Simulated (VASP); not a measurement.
Set up this calculation in VASP 6.6.1, as the native input.

```
Task                   : single point
Functional             : LDA
Potentials or basis    : VASP PAW LDA potentials, release 64 (Ta_pv, N)
Cutoff                 : 520 eV
k mesh                 : 10 × 10 × 9
Occupations            : gaussian, width 0.02 eV
Spin                   : no spin polarisation
Dipole correction      : no
Further INCAR settings : ALGO = Normal; EDIFF = 1e-07; NBANDS = 15
```

The structure of TaN lies in POSCAR:

```
TaN
1.0
    2.9380000000      0.0000000000      0.0000000000
   -1.4690000000      2.5443826363      0.0000000000
    0.0000000000      0.0000000000      2.8830000000
Ta N
1 1
Direct
    0.0000000000      0.0000000000      0.5000000000
    0.6666666667      0.3333333333      0.0000000000
```

The input as run:

INCAR

```
PREC     = Accurate       # precision mode
ENCUT    = 520            # plane-wave cutoff, eV
EDIFF    = 1E-7           # SCF threshold, eV
ISMEAR   = 0              # smearing method
SIGMA    = 0.02           # smearing width, eV
LREAL    = F              # projectors in reciprocal space
LASPH    = T              # aspherical terms in the spheres
NELM     = 100            # most SCF steps
ALGO     = Normal         # electronic algorithm
ISIF     = 2              # what is computed and relaxed
LWAVE    = F              # write WAVECAR
LCHARG   = F              # write CHGCAR
NBANDS   = 15             # bands
```

KPOINTS

```
regular mesh
0
Gamma
  10 10 9
```

Potentials or basis: VASP PAW LDA potentials, release 64 (Ta_pv, N).

Command:

```sh
$ cat potpaw_LDA.64/Ta_pv/POTCAR potpaw_LDA.64/N/POTCAR > POTCAR
$ mpirun -np 1 vasp_std > vasp.out
```

It gave:

- Pressure: -9.8 GPa
- Band gap on the k mesh: zero (band 8 reaches 8.30 eV, above the bottom of band 9 at 8.01 eV)

Caveat: spin-orbit coupling is left out, which moves the levels of the heavy elements.

It took 15 s on 1 thread of AMD EPYC 7R13 Processor (Zen 3), on a shared host, peak memory 0.11 GiB.
